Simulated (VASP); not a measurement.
The system is V.

```
V
1.0
    -1.49120    1.49120    1.49120
     1.49120   -1.49120    1.49120
     1.49120    1.49120   -1.49120
V
1
Cartesian
  0.0000 0.0000 0.0000
```

| Property | Result |
| --- | --- |
| Program | VASP 6.6.1 |
| Task | relaxation of cell and atoms |
| Functional | PBEsol |
| Potentials or basis | VASP PAW PBE potentials, release 64 (V_sv) |
| Cutoff | 600 eV |
| k mesh | 20 × 20 × 20 |
| Occupations | gaussian, width 0.1 eV |
| Spin | no spin polarisation |

At the start: pressure -4.4 GPa; volume 13.26 Å³/atom.

Q: Where does the relaxation end?

A: Over 3 steps the energy falls by 4.2 meV/atom and the volume is 12.96 Å³/atom (-2.3 %); space group Im-3m (No. 229, to 0.05 Å).

Step by step:
| step | energy change (eV) | largest force (eV/Å) | pressure (GPa) | volume (Å³) |
| --- | --- | --- | --- | --- |
| 1 | 0.0000 | 0.0000 | -4.37 | 13.26 |
| 2 | 0.0031 | 0.0000 | 6.24 | 12.58 |
| 3 | -0.0042 | 0.0000 | -0.04 | 12.96 |

Final structure:
```xyz
1
Lattice="-1.4799 1.4799 1.4799 1.4799 -1.4799 1.4799 1.4799 1.4799 -1.4799" Properties=species:S:1:pos:R:3 pbc="T T T"
V     0.0000    0.0000    0.0000
```

Caveat: the PAW data sets were made with another functional, which shifts forces and pressure a little.
